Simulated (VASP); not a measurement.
# CoO in VASP: settings compared

Aim: see how the results for CoO move with the level of theory and the settings. Levels: PBEsol+D4, PBEsol, PBEsol+D3(BJ). Tasks: single point, relaxation of cell and atoms.

Everything below comes from runs of VASP 6.6.1. Logs are shortened: lines on timing, memory, paths and dates and some standing lists are left out, and cuts for length are marked.

### 1 The cell of the first run

The typed cell holds 2 atoms: a = 3.073 Å, b = 3.073 Å, c = 3.073 Å, α = 60.01°, β = 60.01°, γ = 60.01°.

### 2 Single point, PBEsol+D4, collinear spin, ferromagnetic start

Input file INCAR:

```
SYSTEM = CoO
PREC = Accurate
ENCUT = 520
EDIFF = 1E-6
ISMEAR = -1
SIGMA = 0.05
LREAL = .FALSE.
LASPH = .TRUE.
NELM = 150
ALGO = Normal
ISIF = 2
LWAVE = .FALSE.
LCHARG = .TRUE.
ISPIN = 2
MAGMOM = 2 0
LORBIT = 11
LMAXMIX = 4
GGA = PS
IVDW = 13
LELF = .TRUE.
LVHAR = .TRUE.
NBANDS = 18
```

Input file KPOINTS:

```
Automatic mesh
0
G
  7 7 7
  0 0 0
```

Input file POSCAR:

```
CoO
1.0
    1.5364226969      0.8870540577      2.5085935588
   -1.5364226969      0.8870540577      2.5085935588
    0.0000000000     -1.7741081153      2.5085935588
Co O
1 1
Direct
    1.0000106578      1.0000106578      1.0000106578
    0.7499886922      0.7499886922      0.7499886922
```

Potentials or basis: VASP PAW PBE potentials, release 64 (Co, O).

Run with:

```console
cat potpaw_PBE.64/Co/POTCAR potpaw_PBE.64/O/POTCAR > POTCAR
mpirun -np 1 vasp_std > vasp.out
```

OUTCAR:

```text
SYSTEM = CoO
   PREC = Accurate
   ENCUT = 520
   EDIFF = 1E-6
   ISMEAR = -1
   LREAL = .FALSE.
   LASPH = .TRUE.
   NELM = 150
   ISIF = 2
   ISPIN = 2
   LORBIT = 11
   GGA = PS
   IVDW = 13

 ion  position               nearest neighbor table
   1  0.000  0.000  0.000-   2 1.88   2 1.88   2 1.88   2 1.88
   2  0.750  0.750  0.750-   1 1.88   1 1.88   1 1.88   1 1.88

  LATTYP: Found a trigonal (rhomboedric) cell.
 ALAT       =     3.0725398692
 COS(alpha) =     0.4999005579

  Lattice vectors:

 A1 = (   1.5364226969,   0.8870540577,   2.5085935588)
 A2 = (  -1.5364226969,   0.8870540577,   2.5085935588)
 A3 = (   0.0000000000,  -1.7741081153,   2.5085935588)

Analysis of symmetry for initial positions (statically):
=====================================================================
 Subroutine PRICEL returns:
 Original cell was already a primitive cell.

 Routine SETGRP: Setting up the symmetry group for a
 trigonal (rhombohedral) supercell.

 Subroutine GETGRP returns: Found  6 space group operations
 (whereof  6 operations were pure point group operations)
 out of a pool of 12 trial point group operations.

The static configuration has the point symmetry C_3v.

Analysis of symmetry for dynamics (positions and initial velocities):
=====================================================================
 Subroutine PRICEL returns:
 Original cell was already a primitive cell.

 Routine SETGRP: Setting up the symmetry group for a
 trigonal (rhombohedral) supercell.

 Subroutine GETGRP returns: Found  6 space group operations
 (whereof  6 operations were pure point group operations)
 out of a pool of 12 trial point group operations.

The dynamic configuration has the point symmetry C_3v.

Analysis of structural, dynamic, and magnetic symmetry:
=====================================================================
 Subroutine PRICEL returns:
 Original cell was already a primitive cell.

 Routine SETGRP: Setting up the symmetry group for a
 trigonal (rhombohedral) supercell.

 Subroutine GETGRP returns: Found  6 space group operations
 (whereof  6 operations were pure point group operations)
 out of a pool of 12 trial point group operations.

The overall configuration has the point symmetry C_3v.

 Subroutine INISYM returns: Found  6 space group operations
 (whereof  6 operations are pure point group operations),
 and found     1 'primitive' translations

----------------------------------------------------------------------------------------

                                     Primitive cell

  volume of cell :      20.5136

  direct lattice vectors                    reciprocal lattice vectors
     1.536422697  0.887054058  2.508593559     0.325431277  0.187887835  0.132876580
    -1.536422697  0.887054058  2.508593559    -0.325431277  0.187887835  0.132876580
     0.000000000 -1.774108115  2.508593559     0.000000000 -0.375775671  0.132876580

  length of vectors
     3.072539869  3.072539869  3.072539869     0.398576894  0.398576894  0.398576894

  position of ions in fractional coordinates (direct lattice)
     0.000010658  0.000010658  0.000010658
     0.749988692  0.749988692  0.749988692

  ion indices of the primitive-cell ions
   primitive index   ion index
                 1           1
                 2           2

----------------------------------------------------------------------------------------

 KPOINTS: Automatic mesh

Automatic generation of k-mesh.
 Grid dimensions read from file:
 generate k-points for:    7    7    7

 Generating k-lattice:

  Cartesian coordinates                     Fractional coordinates (reciprocal lattice)
     0.046490182  0.026841119  0.018982369     0.142857143  0.000000000  0.000000000
    -0.046490182  0.026841119  0.018982369     0.000000000  0.142857143  0.000000000
     0.000000000 -0.053682239  0.018982369    -0.000000000 -0.000000000  0.142857143

  Length of vectors
     0.056939556  0.056939556  0.056939556

  Shift w.r.t. Gamma in fractional coordinates (k-lattice)
     0.000000000  0.000000000  0.000000000

 Subroutine IBZKPT returns following result:
 ===========================================

 Found     44 irreducible k-points:

 Following reciprocal coordinates:
            Coordinates               Weight
  0.000000  0.000000  0.000000      1.000000
  0.142857  0.000000 -0.000000      6.000000
  0.285714  0.000000 -0.000000      6.000000
  0.428571  0.000000  0.000000      6.000000
  0.142857  0.142857 -0.000000      6.000000
  0.285714  0.142857  0.000000     12.000000
[... 16 lines left out ...]
  0.285714  0.285714  0.142857      6.000000
  0.428571  0.285714  0.142857     12.000000
 [... further k-points ...]
   k-points           NKPTS =     44   k-points in BZ     NKDIM =     44   number of bands    NBANDS=     18
   number of dos      NEDOS =    301   number of ions     NIONS =      2
   total plane-waves  NPLWV =  13824
   dimension x,y,z NGX =    24 NGY =   24 NGZ =   24
   dimension x,y,z NGXF=    48 NGYF=   48 NGZF=   48
   ions per type =               1   1
   NGX,Y,Z   is equivalent  to a cutoff of  12.99, 12.99, 12.99 a.u.
   NGXF,Y,Z  is equivalent  to a cutoff of  25.97, 25.97, 25.97 a.u.
 SYSTEM =  CoO
   PREC   = accura    normal or accurate (medium, high low for compatibility)
   ISTART =      0    job   : 0-new  1-cont  2-samecut
   ICHARG =      2    charge: 1-file 2-atom 10-const
   ISPIN  =      2    spin polarized calculation?
   LNONCOLLINEAR =      F non collinear calculations
   LSORBIT =      F    spin-orbit coupling
   LASPH  =      T    aspherical Exc in radial PAW
   ENCUT  =  520.0 eV  38.22 Ry    6.18 a.u.   5.71  5.71  5.71*2*pi/ulx,y,z
   NELM   =    150;   NELMIN=  2; NELMDL= -5     # of ELM steps
   EDIFF  = 0.1E-05   stopping-criterion for ELM
   LREAL  =      F    real-space projection
   EDIFFG = 0.1E-04   stopping-criterion for IOM
   NSW    =      0    number of steps for IOM
   IBRION =     -1    ionic relax: 0-MD 1-quasi-New 2-CG
   NFREE  =      0    steps in history (QN), initial steepest desc. (CG)
   ISIF   =      2    stress and relaxation
   ISYM   =      2    0-nonsym 1-usesym 2-fastsym
   POTIM  = 0.5000    time-step for ionic-motion
   TEBEG  =    0.0;   TEEND  =   0.0 temperature during run
   PSTRESS=    0.0 pullay stress
   NELECT =      15.0000    total number of electrons
   NUPDOWN=      -1.0000    fix difference up-down
   EMIN   =  10.00;   EMAX   =-10.00  energy-range for DOS
   EFERMI =   0.00;   METHOD = LEGACY
   ISMEAR =    -1;   SIGMA  =   0.05  broadening in eV -4-tet -1-fermi 0-gaus
   EFERMI_NEDOS =   21; number of points for ismear=-14 and -15
   IALGO  =     38    algorithm
   IMIX   =      4    mixing-type and parameters
     AMIX     =   0.40;   BMIX     =  1.00
     AMIX_MAG =   1.60;   BMIX_MAG =  1.00
  volume/ion in A,a.u.               =      10.26        69.22
  Fermi-wavevector in a.u.,A,eV,Ry     =   1.474884  2.787126 29.596511  2.175282
  Thomas-Fermi vector in A             =   2.589601
   LORBIT       =     11    0 simple, 1 ext, 2 COOP (PROOUT), +10 PAW based schemes
   GGA     = PS    functional components
   LHFCALC =     F    Hartree Fock is set to
   AEXX    =    0.0000 exact exchange contribution
   IVDW    =    13    specifies the selected vdW correction
   LEPSILON=     F    determine dielectric tensor
   LRPA    =     F    only Hartree local field effects (RPA)
 spin polarized calculation
  energy-cutoff  :      520.00
  volume of cell :       20.51
 maximum number of plane-waves:       560
   NGX = 11   NGY = 11   NGZ = 11

 number of electron      14.9999997 magnetization       1.9704045

 Free energy of the ion-electron system (eV)
  ---------------------------------------------------
  ext. energy  EPLUGINS =         0.00000000
  ---------------------------------------------------
  free energy    TOTEN  =       -14.28531890 eV

  energy without entropy =      -14.26936944  energy(sigma->0) =      -14.27734417

 E-fermi :   7.1566     XC(G=0): -12.1039

 val. band max:        7.1287498503   @ k =  -0.4286   0.2857   0.2857
 cond. band min:       7.1907344802   @ k =  -0.2857   0.1429   0.1429
 fundamental gap:      0.0619846299
 Fermi energy:         7.1565721516

 spin component 1

 k-point     1 :       0.0000    0.0000    0.0000
  band No.  band energies     occupation
      1     -13.7223      1.00000
      2       0.3729      1.00000
      3       0.3729      1.00000
      4       0.3738      1.00000
      5       5.1518      1.00000
      6       5.1518      1.00000
[... 10 lines left out ...]
     17      28.4305      0.00000
     18      31.1255      0.00000
[... 463 lines left out ...]
 k-point    24 :       0.4286    0.2857    0.1429
  band No.  band energies     occupation
      1     -13.0217      1.00000
      2      -0.4843      1.00000
      3       0.6437      1.00000
      4       0.8632      1.00000
      5       4.6460      1.00000
      6       5.3122      1.00000
[... 10 lines left out ...]
     17      33.4984      0.00000
     18      35.2322      0.00000

 [... further k-points ...]

 spin component 2

 k-point     1 :       0.0000    0.0000    0.0000
  band No.  band energies     occupation
      1     -13.3792      1.00000
      2       1.1988      1.00000
      3       1.1988      1.00000
      4       1.1997      1.00000
      5       6.4068      1.00000
      6       6.4068      1.00000
[... 10 lines left out ...]
     17      28.8678      0.00000
     18      31.4618      0.00000
[... 463 lines left out ...]
 k-point    24 :       0.4286    0.2857    0.1429
  band No.  band energies     occupation
      1     -12.6545      1.00000
      2      -0.0010      1.00000
      3       1.2801      1.00000
      4       1.5482      1.00000
      5       6.0350      1.00000
      6       6.6791      0.99993
[... 10 lines left out ...]
     17      33.8692      0.00000
     18      35.5493      0.00000

 [... further k-points ...]

------------------------ aborting loop because EDIFF is reached ----------------------------------------

  DFT-D4 for vdW energy calculation

  Edisp (eV):   -0.30117

  FORCE on cell =-STRESS in cart. coord.  units (eV):
  Direction    XX          YY          ZZ          XY          YZ          ZX
  --------------------------------------------------------------------------------------
  -------------------------------------------------------------------------------------
  Total      -0.03445    -0.03445    -0.03078     0.00000    -0.00000     0.00000
  in kB      -2.69048    -2.69048    -2.40417     0.00000    -0.00000     0.00000
  external pressure =       -2.60 kB  Pullay stress =        0.00 kB

 VOLUME and BASIS-vectors are now :
 -----------------------------------------------------------------------------
  energy-cutoff  :      520.00
  volume of cell :       20.51
      direct lattice vectors                 reciprocal lattice vectors
     1.536422697  0.887054058  2.508593559     0.325431277  0.187887835  0.132876580
    -1.536422697  0.887054058  2.508593559    -0.325431277  0.187887835  0.132876580
     0.000000000 -1.774108115  2.508593559     0.000000000 -0.375775671  0.132876580

 POSITION                                       TOTAL-FORCE (eV/Angst)
 -----------------------------------------------------------------------------------
      0.00000      0.00000      0.00008         0.000000      0.000000      0.000034
      0.00000      0.00000      5.64425         0.000000     -0.000000     -0.000034
 -----------------------------------------------------------------------------------
    total drift:                               -0.000000     -0.000000     -0.000005

  FREE ENERGIE OF THE ION-ELECTRON SYSTEM (eV)
  ---------------------------------------------------
  free  energy   TOTEN  =       -14.5864869039 eV

  energy  without entropy=      -14.5705374423  energy(sigma->0) =      -14.57851217

 total charge

# of ion       s       p       d       tot
------------------------------------------
    1        0.383   0.546   7.331   8.261
    2        1.551   3.443   0.000   4.994
--------------------------------------------------
tot          1.934   3.989   7.331  13.255

 magnetization (x)

# of ion       s       p       d       tot
------------------------------------------
    1        0.010   0.045   1.683   1.737
    2        0.017   0.169   0.000   0.186
--------------------------------------------------
tot          0.026   0.214   1.683   1.924
```

Run time: 19 s. Hardware: 1 thread of Intel Xeon 6975P-C (Granite Rapids), shared host; peak memory 0.16 GiB.

What came out:

| Item | Value |
| --- | --- |
| Free energy | -14.5865 eV |
| Pressure | -0.3 GPa |
| Net moment | 1.97 μB per cell |
| Site moments | Co +1.74; O +0.19 μB |
| Valence electrons inside the program's atomic spheres | Co 8.26; O 4.99 |
| Dispersion energy per atom | -0.151 eV |

Caveat: the PAW data sets were made with another functional, which shifts forces and pressure a little; a cell with one magnetic atom can't hold antiferromagnetic order, which such compounds often take; semilocal functionals often make such compounds metallic where correlation or magnetic order opens a gap, which also shifts bond lengths; pairwise dispersion overbinds metals, which lowers pressure and volume.

[end of part 1 of 2]
